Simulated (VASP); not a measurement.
The system is Cs.

```
Cs
1.0
     5.38548    0.00000    0.00000
    -2.69274    4.66396    0.00000
     0.00000    0.00000   17.58896
Cs
4
Direct
  0.00000 0.00000 0.00000
  0.00000 0.00000 0.50000
  0.33333 0.66667 0.25000
  0.66667 0.33333 0.75000
```

| Property | Result |
| --- | --- |
| Program | VASP 6.6.1 |
| Task | relaxation of cell and atoms |
| Functional | LDA |
| Potentials or basis | VASP PAW LDA potentials, release 64 (Cs_sv) |
| Cutoff | 600 eV |
| k mesh | 7 × 7 × 2 |
| Occupations | fermi-dirac, width 0.1 eV |
| Spin | no spin polarisation |

At the start: pressure -0.3 GPa; volume 110.45 Å³/atom.

**Question.** Where does the relaxation end?

**Answer.** Over 4 steps the energy falls by 13.7 meV/atom and the volume is 95.54 Å³/atom (-13.5 %); space group P6_3/mmc (No. 194, to 0.05 Å).

Step by step:
```
step  energy change (eV)  largest force (eV/Å)  pressure (GPa)  volume (Å³)
   1              0.0000                0.0000           -0.27       441.79
   2             -0.0187                0.0000           -0.23       429.93
   3             -0.0521                0.0000           -0.07       395.60
   4             -0.0548                0.0000            0.01       382.15
```

Final structure:
```cif
data_structure
_symmetry_space_group_name_H-M 'P 1'
_symmetry_Int_Tables_number 1
_cell_length_a 5.1270
_cell_length_b 5.1270
_cell_length_c 16.7871
_cell_angle_alpha 90.000
_cell_angle_beta 90.000
_cell_angle_gamma 120.000
_cell_volume 382.15
loop_
_atom_site_label
_atom_site_type_symbol
_atom_site_fract_x
_atom_site_fract_y
_atom_site_fract_z
_atom_site_occupancy
Cs1 Cs 0.00000 0.00000 0.00000 1
Cs2 Cs 0.00000 0.00000 0.50000 1
Cs3 Cs 0.33333 0.66667 0.25000 1
Cs4 Cs 0.66667 0.33333 0.75000 1
```
